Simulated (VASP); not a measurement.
# MgO (P6_3/mmc) in VASP: notebook

MgO is run at these levels: PBE, PBEsol; tasks: single point.

All numbers are computed with VASP 6.6.1; they aren't measurements. Logs are shortened: lines on timing, memory, paths and dates and some standing lists are left out, and cuts for length are marked.

## (1) The cell of the first run

The structure is hexagonal, space group P6_3/mmc (No. 194). The conventional cell has a = 2.923 Å, b = 2.923 Å, c = 5.092 Å, α = 90.00°, β = 90.00°, γ = 120.00°. Within 2.8 Å of Mg (site symmetry -3m) lie 6 O at 2.11 Å and 2 Mg at 2.55 Å. Within 2.8 Å of O (site symmetry -6m2) lie 6 Mg at 2.11 Å.

## (2) Single point, PBE

File INCAR:

```
SYSTEM = MgO
ALGO = Normal
EDIFF = 1E-6
ENCUT = 600
GGA = PE
GGA_COMPAT = .False.
ISIF = 2
ISMEAR = 0
LASPH = .True.
LCHARG = .False.
LREAL = .False.
LWAVE = .False.
NBANDS = 16
NELM = 120
PREC = Accurate
SIGMA = 0.01
```

File KPOINTS:

```
k-points
0
Gamma
  2 2 2
  0 0 0
```

File POSCAR:

```
MgO
1.0
    2.9230552965      0.0000000000      0.0000000000
   -1.4615276482      2.5314401434      0.0000000000
    0.0000000000      0.0000000000      5.0921016473
Mg O
2 2
Direct
    0.0000000000      0.0000000000      0.0000000000
    0.0000000000      0.0000000000      0.5000000000
    0.3333333333      0.6666666667      0.2500000000
    0.6666666667      0.3333333333      0.7500000000
```

Potentials or basis: VASP PAW PBE potentials, release 64 (Mg, O).

Launch:

```
$ cat potpaw_PBE.64/Mg/POTCAR potpaw_PBE.64/O/POTCAR > POTCAR
$ mpirun -np 1 vasp_std > vasp.out
```

OUTCAR:

```text
SYSTEM = MgO
   EDIFF = 1E-6
   ENCUT = 600
   GGA = PE
   ISIF = 2
   ISMEAR = 0
   LASPH = .True.
   LREAL = .False.
   NELM = 120
   PREC = Accurate

 ion  position               nearest neighbor table
   1  0.000  0.000  0.000-   3 2.11   4 2.11   3 2.11   4 2.11   4 2.11   3 2.11   2 2.55   2 2.55

   2  0.000  0.000  0.500-   3 2.11   4 2.11   3 2.11   4 2.11   4 2.11   3 2.11   1 2.55   1 2.55

   3  0.333  0.667  0.250-   1 2.11   2 2.11   1 2.11   2 2.11   1 2.11   2 2.11
   4  0.667  0.333  0.750-   1 2.11   2 2.11   1 2.11   2 2.11   1 2.11   2 2.11

  LATTYP: Found a hexagonal cell.
 ALAT       =     2.9230552965
 C/A-ratio  =     1.7420476627

  Lattice vectors:

 A1 = (   2.9230552965,   0.0000000000,   0.0000000000)
 A2 = (  -1.4615276482,   2.5314401434,   0.0000000000)
 A3 = (   0.0000000000,   0.0000000000,   5.0921016473)

Analysis of symmetry for initial positions (statically):
=====================================================================
 Subroutine PRICEL returns:
 Original cell was already a primitive cell.

 Routine SETGRP: Setting up the symmetry group for a
 hexagonal supercell.

 Subroutine GETGRP returns: Found 24 space group operations
 (whereof 12 operations were pure point group operations)
 out of a pool of 24 trial point group operations.

The static configuration has the point symmetry D_3d.
 The point group associated with its full space group is D_6h.

Analysis of symmetry for dynamics (positions and initial velocities):
=====================================================================
 Subroutine PRICEL returns:
 Original cell was already a primitive cell.

 Routine SETGRP: Setting up the symmetry group for a
 hexagonal supercell.

 Subroutine GETGRP returns: Found 24 space group operations
 (whereof 12 operations were pure point group operations)
 out of a pool of 24 trial point group operations.

The dynamic configuration has the point symmetry D_3d.
 The point group associated with its full space group is D_6h.

 Subroutine INISYM returns: Found 24 space group operations
 (whereof 12 operations are pure point group operations),
 and found     1 'primitive' translations

----------------------------------------------------------------------------------------

                                     Primitive cell

  volume of cell :      37.6792

  direct lattice vectors                    reciprocal lattice vectors
     2.923055296  0.000000000  0.000000000     0.342107794  0.197516027  0.000000000
    -1.461527648  2.531440143  0.000000000     0.000000000  0.395032054  0.000000000
     0.000000000  0.000000000  5.092101647     0.000000000  0.000000000  0.196382568

  length of vectors
     2.923055296  2.923055296  5.092101647     0.395032054  0.395032054  0.196382568

  position of ions in fractional coordinates (direct lattice)
     0.000000000  0.000000000  0.000000000
     0.000000000  0.000000000  0.500000000
     0.333333333  0.666666667  0.250000000
     0.666666667  0.333333333  0.750000000

  ion indices of the primitive-cell ions
   primitive index   ion index
                 1           1
                 2           2
                 3           3
                 4           4

----------------------------------------------------------------------------------------

 KPOINTS: k-points

Automatic generation of k-mesh.
 Grid dimensions read from file:
 generate k-points for:    2    2    2

 Generating k-lattice:

  Cartesian coordinates                     Fractional coordinates (reciprocal lattice)
     0.171053897  0.098758014  0.000000000     0.500000000  0.000000000  0.000000000
     0.000000000  0.197516027  0.000000000     0.000000000  0.500000000  0.000000000
     0.000000000  0.000000000  0.098191284     0.000000000  0.000000000  0.500000000

  Length of vectors
     0.197516027  0.197516027  0.098191284

  Shift w.r.t. Gamma in fractional coordinates (k-lattice)
     0.000000000  0.000000000  0.000000000

 Subroutine IBZKPT returns following result:
 ===========================================

 Found      4 irreducible k-points:

 Following reciprocal coordinates:
            Coordinates               Weight
  0.000000  0.000000  0.000000      1.000000
  0.500000  0.000000  0.000000      3.000000
  0.000000  0.000000  0.500000      1.000000
  0.500000  0.000000  0.500000      3.000000
   k-points           NKPTS =      4   k-points in BZ     NKDIM =      4   number of bands    NBANDS=     16
   number of dos      NEDOS =    301   number of ions     NIONS =      4
   total plane-waves  NPLWV =  24192
   dimension x,y,z NGX =    24 NGY =   24 NGZ =   42
   dimension x,y,z NGXF=    48 NGYF=   48 NGZF=   84
   ions per type =               2   2
   NGX,Y,Z   is equivalent  to a cutoff of  13.65, 13.65, 13.71 a.u.
   NGXF,Y,Z  is equivalent  to a cutoff of  27.30, 27.30, 27.42 a.u.
 SYSTEM =  MgO
   PREC   = accura    normal or accurate (medium, high low for compatibility)
   ISTART =      0    job   : 0-new  1-cont  2-samecut
   ICHARG =      2    charge: 1-file 2-atom 10-const
   ISPIN  =      1    spin polarized calculation?
   LNONCOLLINEAR =      F non collinear calculations
   LSORBIT =      F    spin-orbit coupling
   LASPH  =      T    aspherical Exc in radial PAW
   ENCUT  =  600.0 eV  44.10 Ry    6.64 a.u.   5.84  5.84 10.17*2*pi/ulx,y,z
   NELM   =    120;   NELMIN=  2; NELMDL= -5     # of ELM steps
   EDIFF  = 0.1E-05   stopping-criterion for ELM
   LREAL  =      F    real-space projection
   EDIFFG = 0.1E-04   stopping-criterion for IOM
   NSW    =      0    number of steps for IOM
   IBRION =     -1    ionic relax: 0-MD 1-quasi-New 2-CG
   NFREE  =      0    steps in history (QN), initial steepest desc. (CG)
   ISIF   =      2    stress and relaxation
   ISYM   =      2    0-nonsym 1-usesym 2-fastsym
   POTIM  = 0.5000    time-step for ionic-motion
   TEBEG  =    0.0;   TEEND  =   0.0 temperature during run
   PSTRESS=    0.0 pullay stress
   NELECT =      16.0000    total number of electrons
   NUPDOWN=      -1.0000    fix difference up-down
   EMIN   =  10.00;   EMAX   =-10.00  energy-range for DOS
   EFERMI =   0.00;   METHOD = LEGACY
   ISMEAR =     0;   SIGMA  =   0.01  broadening in eV -4-tet -1-fermi 0-gaus
   EFERMI_NEDOS =   21; number of points for ismear=-14 and -15
   IALGO  =     38    algorithm
   IMIX   =      4    mixing-type and parameters
     AMIX     =   0.40;   BMIX     =  1.00
     AMIX_MAG =   1.60;   BMIX_MAG =  1.00
  volume/ion in A,a.u.               =       9.42        63.57
  Fermi-wavevector in a.u.,A,eV,Ry     =   1.230498  2.325304 20.600925  1.514125
  Thomas-Fermi vector in A             =   2.365344
   LORBIT       =      0    0 simple, 1 ext, 2 COOP (PROOUT), +10 PAW based schemes
   GGA     = PE    functional components
   LHFCALC =     F    Hartree Fock is set to
   AEXX    =    0.0000 exact exchange contribution
   IVDW    =     0    specifies the selected vdW correction
   LEPSILON=     F    determine dielectric tensor
   LRPA    =     F    only Hartree local field effects (RPA)
 non-spin polarized calculation
 Gauss-broadening in eV      SIGMA  =   0.01
  energy-cutoff  :      600.00
  volume of cell :       37.68
 maximum number of plane-waves:      1275
 NGX is ok and might be reduce to    24
   NGX = 11   NGY = 11   NGZ = 21

 number of electron      15.9999993 magnetization

 Free energy of the ion-electron system (eV)
  ---------------------------------------------------
  ext. energy  EPLUGINS =         0.00000000
  ---------------------------------------------------
  free energy    TOTEN  =       -22.24752764 eV

  energy without entropy =      -22.24752764  energy(sigma->0) =      -22.24752764

 E-fermi :   3.6741     XC(G=0): -10.9696

 val. band max:        3.5651469104   @ k =   0.0000   0.0000   0.0000
 cond. band min:       7.8733751732   @ k =   0.0000   0.0000   0.0000
 fundamental gap:      4.3082282629
 Fermi energy:         3.6741355308

 k-point     1 :       0.0000    0.0000    0.0000
  band No.  band energies     occupation
      1     -13.8581      2.00000
      2     -12.7283      2.00000
      3      -1.5184      2.00000
      4       3.0311      2.00000
      5       3.0311      2.00000
      6       3.0324      2.00000
[... 8 lines left out ...]
     15      20.6413      0.00000
     16      20.6413      0.00000

 k-point     2 :       0.5000    0.0000    0.0000
  band No.  band energies     occupation
      1     -12.5105      2.00000
      2     -12.3077      2.00000
      3      -0.9527      2.00000
      4      -0.0506      2.00000
      5       0.8200      2.00000
      6       1.9134      2.00000
[... 8 lines left out ...]
     15      19.5059      0.00000
     16      22.4718      0.00000

 k-point     3 :       0.0000    0.0000    0.5000
  band No.  band energies     occupation
      1     -13.3387      2.00000
      2     -13.3387      2.00000
      3       0.3763      2.00000
      4       0.3763      2.00000
      5       3.2911      2.00000
      6       3.2911      2.00000
[... 8 lines left out ...]
     15      19.9513      0.00000
     16      19.9513      0.00000

 k-point     4 :       0.5000    0.0000    0.5000
  band No.  band energies     occupation
      1     -12.4054      2.00000
      2     -12.4054      2.00000
      3      -0.9282      2.00000
      4      -0.9282      2.00000
      5       1.9737      2.00000
      6       1.9737      2.00000
[... 8 lines left out ...]
     15      20.9257      0.00000
     16      20.9257      0.00000

------------------------ aborting loop because EDIFF is reached ----------------------------------------

  FORCE on cell =-STRESS in cart. coord.  units (eV):
  Direction    XX          YY          ZZ          XY          YZ          ZX
  --------------------------------------------------------------------------------------
  -------------------------------------------------------------------------------------
  Total        2.6182063      2.6182063      0.0220021      0.0000000      0.0000000      0.0000000
  in kB      111.3301208    111.3301208      0.9355620      0.0000000      0.0000000      0.0000000
  external PRESSURE =      74.5319345 kB  Pullay stress =       0.0000000 kB

 VOLUME and BASIS-vectors are now :
 -----------------------------------------------------------------------------
  energy-cutoff  :      600.00
  volume of cell :       37.68
      direct lattice vectors                 reciprocal lattice vectors
     2.923055296  0.000000000  0.000000000     0.342107794  0.197516027  0.000000000
    -1.461527648  2.531440143  0.000000000     0.000000000  0.395032054  0.000000000
     0.000000000  0.000000000  5.092101647     0.000000000  0.000000000  0.196382568

 POSITION                                       TOTAL-FORCE (eV/Angst)
 -----------------------------------------------------------------------------------
      0.00000      0.00000      0.00000         0.000000      0.000000     -0.000000
      0.00000      0.00000      2.54605         0.000000      0.000000     -0.000000
     -0.00000      1.68763      1.27303         0.000000     -0.000000     -0.000000
      1.46153      0.84381      3.81908        -0.000000      0.000000      0.000000
 -----------------------------------------------------------------------------------
    total drift:                               -0.000000      0.000000     -0.000000

  FREE ENERGIE OF THE ION-ELECTRON SYSTEM (eV)
  ---------------------------------------------------
  free  energy   TOTEN  =       -22.2475276438 eV

  energy  without entropy=      -22.2475276438  energy(sigma->0) =      -22.24752764
```

It took 7.3 s on 1 thread of Intel Xeon 6975P-C, shared host; peak memory 0.15 GiB.

What came out:

| Quantity | Value |
| --- | --- |
| Free energy | -22.2475 eV |
| Pressure | 7.5 GPa |
| Band gap on the k mesh | 4.31 eV, direct |

Stress tensor (GPa, compression positive):
```
11.13  0.00  0.00
 0.00 11.13  0.00
 0.00  0.00  0.09
```

Caveat: the k points lie up to 1.24 Å⁻¹ apart. Expect the measured gap to be larger: semilocal functionals such as PBE lack the derivative discontinuity.

## (3) Single point, PBE

File INCAR:

```
ALGO = Normal
EDIFF = 1E-6
ENCUT = 600
GGA = PE
GGA_COMPAT = F
ISIF = 2
ISMEAR = 0
LASPH = T
LCHARG = F
LREAL = F
LWAVE = F
NBANDS = 16
NELM = 120
PREC = Accurate
SIGMA = 0.01
```

File KPOINTS:

```
k-points
0
Gamma
  8 8 1
```

POSCAR is that of step 2.

Potentials or basis: VASP PAW PBE potentials, release 64 (Mg, O).

Launch:

```
$ cat potpaw_PBE.64/Mg/POTCAR potpaw_PBE.64/O/POTCAR > POTCAR
$ mpirun -np 1 vasp_std > vasp.out
```

Wall time 9.2 s (1 thread of Intel Xeon 6975P-C, shared host); peak memory 0.16 GiB.

It converged, with:

```
Free energy            : -23.2936 eV
Pressure               : 3.8 GPa
Band gap on the k mesh : 4.48 eV, direct
```

Stress tensor (GPa, compression positive):
```
4.51 0.00 0.00
0.00 4.51 0.00
0.00 0.00 2.44
```

Levels at points of the mesh, in eV from the valence-band top:
| k point | band 4 | band 5 | band 6 | band 7 | band 8 | band 9 | band 10 | band 11 | band 12 | band 13 |
| --- | --- | --- | --- | --- | --- | --- | --- | --- | --- | --- |
| (0.00, 0.00, 0.00) | -0.52 | -0.52 | -0.48 | 0.00 | 0.00 | 4.48 | 8.16 | 11.78 | 13.01 | 17.04 |
| (0.50, 0.00, 0.00) | -3.53 | -2.63 | -1.56 | -1.23 | -0.72 | 8.49 | 9.61 | 10.37 | 11.74 | 12.29 |

Caveat: the k points lie up to 1.23 Å⁻¹ apart.

## (4) Single point, PBE

File INCAR:

```
SYSTEM = MgO
PREC     = Accurate       ! precision mode
ENCUT    = 600            ! plane-wave cutoff, eV
EDIFF    = 1E-6           ! SCF threshold, eV
ISMEAR   = -1             ! smearing method
SIGMA    = 0.2            ! smearing width, eV
LREAL    = .False.        ! projectors in reciprocal space
LASPH    = .True.         ! aspherical terms in the spheres
NELM     = 120            ! most SCF steps
ALGO     = Normal         ! electronic algorithm
ISIF     = 2              ! what is computed and relaxed
LWAVE    = .False.        ! write WAVECAR
LCHARG   = .True.         ! write CHGCAR
GGA      = PE             ! functional
LELF     = .True.         ! ELF
LVHAR    = .True.       
NBANDS   = 16             ! bands
GGA_COMPAT= .False.
```

File KPOINTS:

```
Automatic mesh
0
Gamma
  9 9 4
  0 0 0
```

POSCAR is that of step 3.

Launch:

```
$ cat potpaw_PBE.64/Mg/POTCAR potpaw_PBE.64/O/POTCAR > POTCAR
$ mpirun -np 1 vasp_std > vasp.out
```

Run time: 23 s. Hardware: 1 thread of Intel Xeon 6975P-C, shared host; peak memory 0.17 GiB.

It converged, with:

```
Free energy            : -23.2106 eV
Pressure               : 4.7 GPa
Band gap on the k mesh : 4.46 eV, direct
```

Stress tensor (GPa, compression positive):
```
4.46 0.00 0.00
0.00 4.46 0.00
0.00 0.00 5.32
```

Levels at points of the mesh, in eV from the valence-band top:
```
           k point  band 4  band 5  band 6  band 7  band 8  band 9  band 10  band 11  band 12  band 13
(0.00, 0.00, 0.00)   -0.52   -0.52   -0.51    0.00    0.00    4.46     8.13    11.75    12.98    17.01
(0.00, 0.00, 0.50)   -3.09   -0.27   -0.27   -0.27   -0.27    6.90     6.90    11.94    11.94    16.62
```

Expect the measured gap to be larger: semilocal functionals such as PBE lack the derivative discontinuity.

## (5) Single point, PBEsol

File INCAR:

```
ALGO = Normal
EDIFF = 1E-6
ENCUT = 600
GGA = PS
GGA_COMPAT = False
ISIF = 2
ISMEAR = 0
LASPH = True
LCHARG = False
LREAL = False
LWAVE = False
NBANDS = 16
NELM = 120
PREC = Accurate
SIGMA = 0.01
```

File KPOINTS:

```
k-points
0
Gamma
  9 9 4
```

POSCAR is that of step 4.

Launch:

```
$ cat potpaw_PBE.64/Mg/POTCAR potpaw_PBE.64/O/POTCAR > POTCAR
$ mpirun -np 1 vasp_std > vasp.out
```

Run time: 20 s. Hardware: 1 thread of Intel Xeon 6975P-C, shared host; peak memory 0.17 GiB.

It converged, with:

* Free energy: -24.4163 eV
* Pressure: 0.6 GPa
* Band gap on the k mesh: 4.36 eV, direct

Stress tensor (GPa, compression positive):
```
0.26 0.00 0.00
0.00 0.26 0.00
0.00 0.00 1.36
```

Levels at points of the mesh, in eV from the valence-band top:
| k point | band 4 | band 5 | band 6 | band 7 | band 8 | band 9 | band 10 | band 11 | band 12 | band 13 |
| --- | --- | --- | --- | --- | --- | --- | --- | --- | --- | --- |
| (0.00, 0.00, 0.00) | -0.53 | -0.53 | -0.51 | 0.00 | 0.00 | 4.36 | 7.98 | 11.66 | 12.81 | 16.84 |
| (0.00, 0.00, 0.50) | -3.13 | -0.27 | -0.27 | -0.27 | -0.27 | 6.80 | 6.80 | 11.79 | 11.79 | 16.47 |

Caveat: the PAW data sets were made with another functional, which shifts forces and pressure a little. A hybrid or GW would open this gap; PBEsol tends to underestimate it.

## (6) Overview

| level | k mesh | smearing | gap on the mesh (eV) | pressure (GPa) |
| --- | --- | --- | --- | --- |
| PBE | 2 × 2 × 2 | gaussian 0.01 eV | 4.31 | 7.5 |
| PBE | 8 × 8 × 1 | gaussian 0.01 eV | 4.48 | 3.8 |
| PBE | 9 × 9 × 4 | fermi-dirac 0.2 eV | 4.46 | 4.7 |
| PBEsol | 9 × 9 × 4 | gaussian 0.01 eV | 4.36 | 0.6 |

Alike in all rows: task single point; potentials or basis VASP PAW PBE potentials, release 64 (Mg, O); no spin polarisation; cell as given; cutoff (eV) 600.

Caveats: some runs use coarse meshes; the PAW data sets were made with another functional, which shifts forces and pressure a little (some runs).

Absolute energies hang on the potentials; compare differences alone.
